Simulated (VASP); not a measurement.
Input of a VASP 6.6.1 run:

The input INCAR:

```
SYSTEM = PCS4
PREC = Accurate
ENCUT = 600
EDIFF = 1E-6
ISMEAR = 0
SIGMA = 0.1
LREAL = .False.
LASPH = .True.
NELM = 150
ALGO = Normal
ISIF = 3
LWAVE = .False.
LCHARG = .False.
ISPIN = 2
MAGMOM = 0 1 0 0 0 0
LORBIT = 11
GGA = PE
IVDW = 12
IBRION = 2
NSW = 90
EDIFFG = -0.04
```

The input KPOINTS:

```
Automatic mesh
0
Gamma
  4 4 4
  0 0 0
```

Contents of POSCAR:

```
PCS4
1.0
    0.0000000000      4.2783002100      4.2783002100
    4.2783002100      0.0000000000      4.2783002100
    4.2783002100      4.2783002100      0.0000000000
P C S
1 1 4
Direct
    0.2500000000      0.2500000000      0.2500000000
    0.0000000000      0.0000000000      0.0000000000
    0.8288908600      0.8288908600      0.8288908600
    0.8288908600      0.8288908600      0.5133274300
    0.8288908600      0.5133274300      0.8288908600
    0.5133274300      0.8288908600      0.8288908600
```

Potentials or basis: VASP PAW PBE potentials, release 64 (P, C, S).

Launch:

```console
$ cat potpaw_PBE.64/P/POTCAR potpaw_PBE.64/C/POTCAR potpaw_PBE.64/S/POTCAR > POTCAR
$ mpirun -np 1 vasp_std > vasp.out
```

(1) What does it give for the relaxed volume?

(2) Estimate the net moment.

Answers

(1) 21.72 Å³/atom.

(2) 0.00 μB per cell.

Caveat: the volume moved by over 15 % at a fixed basis, so the end points are rough.
